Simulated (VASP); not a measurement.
A run of VASP 6.6.1 is set up as follows.

The input INCAR:

```
SYSTEM = Ga3W2F
PREC = Accurate
ENCUT = 520
EDIFF = 1E-6
ISMEAR = 0
SIGMA = 0.1
LREAL = .False.
LASPH = .True.
NELM = 100
ALGO = Normal
ISIF = 2
LWAVE = .False.
LCHARG = .True.
GGA = PE
LELF = .True.
LVHAR = .True.
NBANDS = 46
```

The input KPOINTS:

```
Automatic mesh
0
Gamma
  12 12 8
  0 0 0
```

Contents of POSCAR:

```
Ga3W2F
1.0
    5.0526993008      0.0000000000      0.0000000000
   -2.5263496504      4.3757659522      0.0000000000
    0.0000000000      0.0000000000      4.4875080554
Ga W F
3 2 1
Direct
    0.5000000000      0.0000000000      0.5000000000
    0.5000000000      0.5000000000      0.5000000000
    0.0000000000      0.5000000000      0.5000000000
    0.3333333333      0.6666666667      0.0000000000
    0.6666666667      0.3333333333      0.0000000000
    0.0000000000      0.0000000000      0.0000000000
```

Potentials or basis: VASP PAW PBE potentials, release 64 (Ga_d, W_sv, F).

Launch:

```sh
$ cat potpaw_PBE.64/Ga_d/POTCAR potpaw_PBE.64/W_sv/POTCAR potpaw_PBE.64/F/POTCAR > POTCAR
$ mpirun -np 1 vasp_std > vasp.out
```

(1) Predict the band gap on the k mesh.

(2) What does it give for the pressure?

Answers

(1) zero (band 37 reaches 6.97 eV, above the bottom of band 38 at 5.84 eV).

(2) 0.2 GPa.

Caveat: spin-orbit coupling is left out, which moves the levels of the heavy elements.
